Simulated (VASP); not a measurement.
# Na (I4/mmm) in VASP: further runs

Runs on Na. Level: PBEsol. Tasks: single point, relaxation of cell and atoms.

All numbers are computed with VASP 6.6.1; they aren't measurements. Logs are shortened: lines on timing, memory, paths and dates and some standing lists are left out, and cuts for length are marked.

## (1) The cell of the first run

It takes space group I4/mmm (No. 139, tetragonal). Conventional cell: a = 3.728 Å, b = 3.728 Å, c = 5.128 Å, α = 90.00°, β = 90.00°, γ = 90.00°. Within 4.8 Å of Na (site symmetry 4/mmm) lie 12 Na at 3.68 to 3.73 Å.

## (2) Single point, PBEsol (strained)

INCAR reads:

```
SYSTEM = Na
  PREC = Accurate
  ENCUT = 520
  EDIFF = 1E-6
  ISMEAR = 0
  SIGMA = 0.1
  LREAL = .False.
  LASPH = .True.
  NELM = 80
  ALGO = Normal
  ISIF = 2
  LWAVE = .False.
  LCHARG = .False.
  GGA = PS
  NBANDS = 10
```

KPOINTS reads:

```
Automatic mesh
0
Gamma
  16 16 16
  0 0 0
```

POSCAR reads:

```
Na
1.0
   -1.8641964858      1.8641964858      2.5640658794
    1.8641964858     -1.8641964858      2.5640658794
    1.8641964858      1.8641964858     -2.5640658794
Na
1
Direct
    0.0000000000      0.0000000000      0.0000000000
```

Potentials or basis: VASP PAW PBE potentials, release 64 (Na_pv).

On the command line:

```console
cat potpaw_PBE.64/Na_pv/POTCAR > POTCAR
mpirun -np 1 vasp_std > vasp.out
```

OUTCAR:

```text
SYSTEM = Na
   PREC = Accurate
   ENCUT = 520
   EDIFF = 1E-6
   ISMEAR = 0
   LREAL = .False.
   LASPH = .True.
   NELM = 80
   ISIF = 2
   GGA = PS

 ion  position               nearest neighbor table
   1  0.000  0.000  0.000-

  LATTYP: Found a body centered tetragonal cell.
 ALAT       =     3.7283929716
 C/A-ratio  =     1.3754268388

  Lattice vectors:

 A1 = (  -1.8641964858,   1.8641964858,   2.5640658794)
 A2 = (   1.8641964858,  -1.8641964858,   2.5640658794)
 A3 = (   1.8641964858,   1.8641964858,  -2.5640658794)

Analysis of symmetry for initial positions (statically):
=====================================================================
 Subroutine PRICEL returns:
 Original cell was already a primitive cell.

 Routine SETGRP: Setting up the symmetry group for a
 body centered tetragonal supercell.

 Subroutine GETGRP returns: Found 16 space group operations
 (whereof 16 operations were pure point group operations)
 out of a pool of 16 trial point group operations.

The static configuration has the point symmetry D_4h.

Analysis of symmetry for dynamics (positions and initial velocities):
=====================================================================
 Subroutine PRICEL returns:
 Original cell was already a primitive cell.

 Routine SETGRP: Setting up the symmetry group for a
 body centered tetragonal supercell.

 Subroutine GETGRP returns: Found 16 space group operations
 (whereof 16 operations were pure point group operations)
 out of a pool of 16 trial point group operations.

The dynamic configuration has the point symmetry D_4h.

 Subroutine INISYM returns: Found 16 space group operations
 (whereof 16 operations are pure point group operations),
 and found     1 'primitive' translations

----------------------------------------------------------------------------------------

                                     Primitive cell

  volume of cell :      35.6429

  direct lattice vectors                    reciprocal lattice vectors
    -1.864196486  1.864196486  2.564065879     0.000000000  0.268212071  0.195002790
     1.864196486 -1.864196486  2.564065879     0.268212071  0.000000000  0.195002790
     1.864196486  1.864196486 -2.564065879     0.268212071  0.268212071  0.000000000

  length of vectors
     3.677620278  3.677620278  3.677620278     0.331607906  0.331607906  0.379309148

  position of ions in fractional coordinates (direct lattice)
     0.000000000  0.000000000  0.000000000

  ion indices of the primitive-cell ions
   primitive index   ion index
                 1           1

----------------------------------------------------------------------------------------

 KPOINTS: Automatic mesh

Automatic generation of k-mesh.
 Grid dimensions read from file:
 generate k-points for:   16   16   16

 Generating k-lattice:

  Cartesian coordinates                     Fractional coordinates (reciprocal lattice)
     0.000000000  0.016763254  0.012187674     0.062500000  0.000000000  0.000000000
     0.016763254  0.000000000  0.012187674     0.000000000  0.062500000  0.000000000
     0.016763254  0.016763254  0.000000000     0.000000000  0.000000000  0.062500000

  Length of vectors
     0.020725494  0.020725494  0.023706822

  Shift w.r.t. Gamma in fractional coordinates (k-lattice)
     0.000000000  0.000000000  0.000000000

 Subroutine IBZKPT returns following result:
 ===========================================

 Found    349 irreducible k-points:

 Following reciprocal coordinates:
            Coordinates               Weight
  0.000000  0.000000  0.000000      1.000000
  0.062500 -0.000000  0.000000      8.000000
  0.125000 -0.000000  0.000000      8.000000
  0.187500 -0.000000  0.000000      8.000000
  0.250000 -0.000000  0.000000      8.000000
  0.312500 -0.000000  0.000000      8.000000
[... 16 lines left out ...]
 -0.125000  0.062500 -0.000000     16.000000
 -0.062500  0.062500  0.000000      4.000000
 [... further k-points ...]
   k-points           NKPTS =    349   k-points in BZ     NKDIM =    349   number of bands    NBANDS=     10
   number of dos      NEDOS =    301   number of ions     NIONS =      1
   total plane-waves  NPLWV =  21952
   dimension x,y,z NGX =    28 NGY =   28 NGZ =   28
   dimension x,y,z NGXF=    56 NGYF=   56 NGZF=   56
   ions per type =               1
   NGX,Y,Z   is equivalent  to a cutoff of  12.66, 12.66, 12.66 a.u.
   NGXF,Y,Z  is equivalent  to a cutoff of  25.31, 25.31, 25.31 a.u.
 SYSTEM =  Na
   PREC   = accura    normal or accurate (medium, high low for compatibility)
   ISTART =      0    job   : 0-new  1-cont  2-samecut
   ICHARG =      2    charge: 1-file 2-atom 10-const
   ISPIN  =      1    spin polarized calculation?
   LNONCOLLINEAR =      F non collinear calculations
   LSORBIT =      F    spin-orbit coupling
   LASPH  =      T    aspherical Exc in radial PAW
   ENCUT  =  520.0 eV  38.22 Ry    6.18 a.u.   6.84  6.84  6.84*2*pi/ulx,y,z
   NELM   =     80;   NELMIN=  2; NELMDL= -5     # of ELM steps
   EDIFF  = 0.1E-05   stopping-criterion for ELM
   LREAL  =      F    real-space projection
   EDIFFG = 0.1E-04   stopping-criterion for IOM
   NSW    =      0    number of steps for IOM
   IBRION =     -1    ionic relax: 0-MD 1-quasi-New 2-CG
   NFREE  =      0    steps in history (QN), initial steepest desc. (CG)
   ISIF   =      2    stress and relaxation
   ISYM   =      2    0-nonsym 1-usesym 2-fastsym
   POTIM  = 0.5000    time-step for ionic-motion
   TEBEG  =    0.0;   TEEND  =   0.0 temperature during run
   PSTRESS=    0.0 pullay stress
   NELECT =       7.0000    total number of electrons
   NUPDOWN=      -1.0000    fix difference up-down
   EMIN   =  10.00;   EMAX   =-10.00  energy-range for DOS
   EFERMI =   0.00;   METHOD = LEGACY
   ISMEAR =     0;   SIGMA  =   0.10  broadening in eV -4-tet -1-fermi 0-gaus
   EFERMI_NEDOS =   21; number of points for ismear=-14 and -15
   IALGO  =     38    algorithm
   IMIX   =      4    mixing-type and parameters
     AMIX     =   0.40;   BMIX     =  1.00
     AMIX_MAG =   1.60;   BMIX_MAG =  1.00
  volume/ion in A,a.u.               =      35.64       240.53
  Fermi-wavevector in a.u.,A,eV,Ry     =   0.951590  1.798245 12.320403  0.905524
  Thomas-Fermi vector in A             =   2.080075
   LORBIT       =      0    0 simple, 1 ext, 2 COOP (PROOUT), +10 PAW based schemes
   GGA     = PS    functional components
   LHFCALC =     F    Hartree Fock is set to
   AEXX    =    0.0000 exact exchange contribution
   IVDW    =     0    specifies the selected vdW correction
   LEPSILON=     F    determine dielectric tensor
   LRPA    =     F    only Hartree local field effects (RPA)
 non-spin polarized calculation
 Gauss-broadening in eV      SIGMA  =   0.10
  energy-cutoff  :      520.00
  volume of cell :       35.64
 maximum number of plane-waves:       982
   NGX = 13   NGY = 13   NGZ = 13

 number of electron       7.0000008 magnetization

 Free energy of the ion-electron system (eV)
  ---------------------------------------------------
  ext. energy  EPLUGINS =         0.00000000
  ---------------------------------------------------
  free energy    TOTEN  =        -1.40137396 eV

  energy without entropy =       -1.39925707  energy(sigma->0) =       -1.40031551

 E-fermi :   0.4266     XC(G=0):  -6.6055

 val. band max:        0.3912705445   @ k =  -0.1875  -0.4375   0.1250
 cond. band min:       0.4267864582   @ k =  -0.1250  -0.4375   0.0625
 fundamental gap:      0.0355159137
 Fermi energy:         0.4265700380

 k-point     1 :       0.0000    0.0000    0.0000
  band No.  band energies     occupation
      1     -24.3322      2.00000
      2     -24.3322      2.00000
      3     -24.3322      2.00000
      4      -2.9439      2.00000
      5      11.7249      0.00000
      6      11.7249      0.00000
      7      11.8232      0.00000
      8      12.8796      0.00000
      9      13.4561      0.00000
     10      13.4569      0.00000

 k-point     2 :       0.0625   -0.0000    0.0000
  band No.  band energies     occupation
      1     -24.3338      2.00000
      2     -24.3325      2.00000
      3     -24.3324      2.00000
      4      -2.8770      2.00000
      5      10.6381      0.00000
      6      11.5764      0.00000
      7      11.6648      0.00000
      8      13.0307      0.00000
      9      13.6889      0.00000
     10      13.7044      0.00000

 k-point     3 :       0.1250   -0.0000    0.0000
  band No.  band energies     occupation
      1     -24.3383      2.00000
      2     -24.3332      2.00000
      3     -24.3329      2.00000
      4      -2.6768      2.00000
      5       9.0748      0.00000
      6      11.2829      0.00000
      7      11.4151      0.00000
      8      12.7310      0.00000
      9      14.2220      0.00000
     10      14.2275      0.00000

 k-point     4 :       0.1875   -0.0000    0.0000
  band No.  band energies     occupation
      1     -24.3449      2.00000
      2     -24.3342      2.00000
      3     -24.3337      2.00000
      4      -2.3448      2.00000
      5       7.5359      0.00000
      6      11.0010      0.00000
      7      11.1800      0.00000
      8      12.4035      0.00000
      9      13.9165      0.00000
     10      14.3881      0.00000

 k-point     5 :       0.2500   -0.0000    0.0000
  band No.  band energies     occupation
      1     -24.3528      2.00000
      2     -24.3355      2.00000
      3     -24.3346      2.00000
      4      -1.8839      2.00000
      5       6.0730      0.00000
      6      10.7836      0.00000
      7      11.0084      0.00000
      8      12.1413      0.00000
      9      13.2258      0.00000
     10      13.7399      0.00000

 k-point     6 :       0.3125   -0.0000    0.0000
  band No.  band energies     occupation
      1     -24.3606      2.00000
      2     -24.3367      2.00000
      3     -24.3356      2.00000
      4      -1.2976      2.00000
      5       4.7035      0.00000
      6      10.6437      0.00000
      7      10.9133      0.00000
      8      11.9611      0.00000
      9      12.6267      0.00000
     10      13.1380      0.00000
[... 183 lines left out ...]
 k-point    21 :      -0.2500    0.0625   -0.0000
  band No.  band energies     occupation
      1     -24.3502      2.00000
      2     -24.3355      2.00000
      3     -24.3349      2.00000
      4      -1.9998      2.00000
      5       6.6118      0.00000
      6      10.2918      0.00000
      7      10.7247      0.00000
      8      12.3375      0.00000
      9      13.2025      0.00000
     10      14.5939      0.00000

 k-point    22 :      -0.1875    0.0625    0.0000
  band No.  band energies     occupation
      1     -24.3428      2.00000
      2     -24.3344      2.00000
      3     -24.3339      2.00000
      4      -2.4160      2.00000
      5       8.0919      0.00000
      6      10.5228      0.00000
      7      10.9820      0.00000
      8      12.8153      0.00000
      9      13.4941      0.00000
     10      14.1159      0.00000

 k-point    23 :      -0.1250    0.0625   -0.0000
  band No.  band energies     occupation
      1     -24.3370      2.00000
      2     -24.3335      2.00000
      3     -24.3332      2.00000
      4      -2.7023      2.00000
      5       9.6142      0.00000
      6      10.8382      0.00000
      7      11.1948      0.00000
      8      12.8450      0.00000
      9      13.7849      0.00000
     10      14.3015      0.00000

 k-point    24 :      -0.0625    0.0625    0.0000
  band No.  band energies     occupation
      1     -24.3337      2.00000
      2     -24.3328      2.00000
      3     -24.3327      2.00000
      4      -2.8564      2.00000
      5      10.9190      0.00000
      6      11.1943      0.00000
      7      11.2640      0.00000
      8      12.9616      0.00000
      9      13.8538      0.00000
     10      14.1523      0.00000

 [... further k-points ...]

------------------------ aborting loop because EDIFF is reached ----------------------------------------

  FORCE on cell =-STRESS in cart. coord.  units (eV):
  Direction    XX          YY          ZZ          XY          YZ          ZX
  --------------------------------------------------------------------------------------
  -------------------------------------------------------------------------------------
  Total        0.0239845      0.0239845      0.0386020      0.0000000      0.0000000      0.0000000
  in kB        1.0781249      1.0781249      1.7351941      0.0000000      0.0000000      0.0000000
  external PRESSURE =       1.2971479 kB  Pullay stress =       0.0000000 kB

 VOLUME and BASIS-vectors are now :
 -----------------------------------------------------------------------------
  energy-cutoff  :      520.00
  volume of cell :       35.64
      direct lattice vectors                 reciprocal lattice vectors
    -1.864196486  1.864196486  2.564065879     0.000000000  0.268212071  0.195002790
     1.864196486 -1.864196486  2.564065879     0.268212071  0.000000000  0.195002790
     1.864196486  1.864196486 -2.564065879     0.268212071  0.268212071  0.000000000

 POSITION                                       TOTAL-FORCE (eV/Angst)
 -----------------------------------------------------------------------------------
      0.00000      0.00000      0.00000        -0.000000      0.000000      0.000000
 -----------------------------------------------------------------------------------
    total drift:                                0.000000     -0.000000      0.000000

  FREE ENERGIE OF THE ION-ELECTRON SYSTEM (eV)
  ---------------------------------------------------
  free  energy   TOTEN  =        -1.4013739563 eV

  energy  without entropy=       -1.3992570663  energy(sigma->0) =       -1.40031551
```

It took 54 s on 1 thread of AMD EPYC 7R13 (Zen 3), shared host; peak memory 0.19 GiB.

What came out:

```
Free energy            : -1.4014 eV
Pressure               : 0.1 GPa
Band gap on the k mesh : zero (an odd number of electrons rules out a gap without spin polarisation)
```

Caveat: the cell differs from its parent crystal (strained); the PAW data sets were made with another functional, which shifts forces and pressure a little.

## (3) Relaxation of cell and atoms, PBEsol, target pressure 40 GPa, at which the enthalpy is minimised

This run uses another cell than the first one, of 16.73 Å³/atom.

INCAR reads:

```
SYSTEM = Na
ALGO = Fast
EDIFF = 1E-7
EDIFFG = -0.008
ENCUT = 600
GGA = PS
IBRION = 2
ISIF = 3
ISMEAR = 0
LASPH = .TRUE.
LCHARG = .FALSE.
LREAL = .FALSE.
LWAVE = .FALSE.
NELM = 80
NSW = 70
PREC = Accurate
PSTRESS = 400.0
SIGMA = 0.1
```

KPOINTS reads:

```
k-points
0
G
  20 20 20
  0 0 0
```

POSCAR reads:

```
Na
1.0
   -1.4392950138      1.4392950138      2.0187220036
    1.4392950138     -1.4392950138      2.0187220036
    1.4392950138      1.4392950138     -2.0187220036
Na
1
Direct
    0.0000000000      0.0000000000      0.0000000000
```

Potentials or basis: VASP PAW PBE potentials, release 64 (Na_pv).

On the command line:

```console
cat potpaw_PBE.64/Na_pv/POTCAR > POTCAR
mpirun -np 1 vasp_std > vasp.out
```

Run time: 3.3 min. Hardware: 1 thread of Intel Xeon Platinum 8259CL at 2.50GHz (Skylake/Cascade Lake), shared host; peak memory 0.21 GiB.

It converged, with:

```yaml
Free_energy: -0.1135 eV
Relaxed_volume: 14.57 Å³/atom
Relaxed_cell: a = 2.738 Å, b = 2.738 Å, c = 2.738 Å, α = 119.73°, β = 119.73°, γ = 90.47°
Space_group_after_relaxing_to_0.1_Å: Fm-3m (No. 225)
Energy_change_on_relaxing_the_run_minimises_the_enthalpy: +436.6 meV/atom
Ionic_steps: 6
Pressure_after_relaxing: 40.0 GPa
Band_gap_on_the_k_mesh: zero (an odd number of electrons rules out a gap without spin polarisation)
```

The path:
| step | energy change (eV) | largest force (eV/Å) | pressure (GPa) | volume (Å³) |
| --- | --- | --- | --- | --- |
| 1 | 0.0000 | 0.0000 | 25.83 | 16.73 |
| 2 | 0.7695 | 0.0000 | 51.49 | 13.40 |
| 3 | 0.4315 | 0.0000 | 39.73 | 14.59 |
| 4 | 0.4417 | 0.0000 | 40.16 | 14.55 |
| 5 | 0.4345 | 0.0000 | 39.84 | 14.58 |
| 6 | 0.4366 | 0.0000 | 40.04 | 14.57 |

Final structure:
```
CELL_PARAMETERS angstrom
-1.37452 1.37452 1.92803
1.37452 -1.37452 1.92803
1.37452 1.37452 -1.92803
ATOMIC_POSITIONS crystal
Na 0.00000 0.00000 0.00000
```

Levels at points of the mesh, in eV from the Fermi level:
```csv
k point,band 1,band 2,band 3,band 4,band 5,band 6,band 7
"(0.00, 0.00, 0.00)",-25.14,-25.14,-25.14,-5.99,17.72,17.72,17.77
"(0.50, 0.00, 0.00)",-25.80,-25.22,-25.21,0.75,1.91,15.84,16.05
"(0.50, 0.50, 0.00)",-25.74,-25.35,-25.34,3.02,3.27,8.87,13.44
"(0.50, 0.50, 0.50)",-25.73,-25.35,-25.35,3.10,3.44,8.73,13.30
```

Caveat: the cell is relaxed towards a set pressure, so the run minimises the enthalpy, not the energy; the PAW data sets were made with another functional, which shifts forces and pressure a little.

[end of part 1 of 2]

The gap in the log of VASP goes by the Fermi energy; the results here count the filled bands.